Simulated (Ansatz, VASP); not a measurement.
**PtS2 in VASP and in Ansatz**

```
CELL_PARAMETERS angstrom
3.36607 0.00000 0.00000
-1.68304 2.91510 0.00000
0.00000 0.00000 7.33467
ATOMIC_POSITIONS crystal
Pt 0.00000 0.00000 0.00000
S 0.33333 0.66667 0.18446
S 0.66667 0.33333 0.81554
```

Alike in both runs: functional PBE; k mesh 12 × 12 × 6; occupations gaussian, width 0.05 eV; no spin polarisation.

Ansatz relaxed the structure, and its values are those at the end. VASP's run is a single point on that final structure, the one shown.

```csv
,VASP,Ansatz
version,VASP 6.6.1,Ansatz 0.2.0
potentials or method,"VASP PAW PBE potentials, release 64 (Pt, S), cutoff 520 eV","scalar-relativistic, plane waves, PAW"
valence electrons in the cell,22,30
```

```csv
,VASP,Ansatz,Ansatz less VASP
gap on the k mesh at the Fermi level (eV),1.48,1.48,+0.005
least direct gap on the mesh (eV),1.79,1.78,0.000
pressure (GPa),6.3,6.7,+0.39
rms of the force components (eV/Å),0.022,0.000,-0.0219
```

The functional is the same, so the differences come from potentials, cutoffs and numerics. VASP's potentials hold 22 valence electrons a cell and Ansatz's 30, so a difference there can come from the potentials and not from the codes. Ansatz's warnings: stress scf threshold loose.

Neither program's run includes spin-orbit coupling.
